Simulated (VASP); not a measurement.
Al3SiNO:

```
Al Si N O
1.0
     5.43080    0.00000    0.00000
     0.00000    2.74168    0.00000
    -2.52790    0.00000    6.37369
Al Si N O
3 1 1 1
Direct
  0.66598 0.00000 0.90710
  0.33402 0.00000 0.09290
  0.50000 0.50000 0.50000
  0.00000 0.50000 0.50000
  0.50000 0.50000 0.00000
  0.00000 0.00000 0.00000
```

The cell was built from a structure type or drawn by symmetry, and may not be a known phase.

* Program: VASP 6.6.1
* Task: relaxation of cell and atoms
* Functional: PBE
* Potentials or basis: VASP PAW PBE potentials, release 64 (Al, Si, N, O)
* Cutoff: 600 eV
* k mesh: 4 × 6 × 4
* Occupations: gaussian, width 0.1 eV
* Spin: no spin polarisation

At the start: pressure 0.7 GPa; volume 15.82 Å³/atom.

How do energy, volume and symmetry change on relaxing?

Over 81 steps the energy falls by 153.6 meV/atom and the volume is 14.64 Å³/atom (-7.5 %); space group P2/m (No. 10, to 0.1 Å) before and after.

The path:
```
step  energy change (eV)  largest force (eV/Å)  pressure (GPa)  volume (Å³)
   1              0.0000                0.1303            0.67        94.90
   4             -0.0791                0.5441           -1.25        96.23
   7             -0.0979                0.1348           -0.37        94.94
  10             -0.1028                0.0102            0.51        93.94
  13             -0.1583                0.2299            0.50        91.82
  16             -0.2251                0.2343            1.66        87.79
  19             -0.2250                0.3071            1.99        85.80
  22             -0.2342                0.1987            0.78        86.55
  25             -0.2446                0.1899            0.48        87.05
  28             -0.2521                0.1653           -0.21        87.80
  31             -0.2577                0.0273            0.29        87.52
  34             -0.2609                0.1701           -0.30        88.02
  37             -0.2685                0.0821           -0.03        88.36
  40             -0.2717                0.0552            0.05        88.64
  43             -0.2740                0.1127           -0.53        89.03
  46             -0.2834                0.1972            0.21        87.67
  49             -0.3158                0.5501            1.95        85.30
  52             -0.3198                0.5962            2.63        84.40
  55             -0.3215                0.5793            2.67        84.26
  58             -0.3231                0.5590            2.70        84.15
  61             -0.3471                0.5405            2.49        84.29
  64             -0.5179                0.3330            0.98        85.24
  67             -0.6229                0.2815            0.25        85.84
  70             -0.7621                1.1509            1.39        86.56
  73             -0.8816                0.4006           -0.79        88.23
  76             -0.9121                0.0557            0.34        87.12
  79             -0.9210                0.0638           -0.07        87.70
  81             -0.9213                0.0201           -0.11        87.81
```

Final structure:
```
CELL_PARAMETERS angstrom
4.78106 0.00000 -2.25568
0.00000 2.80525 0.00000
-4.24114 0.00000 8.54814
ATOMIC_POSITIONS crystal
Al 0.54608 0.00000 0.88769
Al 0.45392 0.00000 0.11231
Al 0.50000 0.50000 0.50000
Si 0.00000 0.50000 0.50000
N 0.50000 0.50000 0.00000
O 0.00000 0.00000 0.00000
```

Caveat: the k points lie up to 0.37 Å⁻¹ apart in the final cell, too coarse for converged energies and pressures of a metal; a cell axis changed by over 15 % at a fixed basis, so the end point is rough.
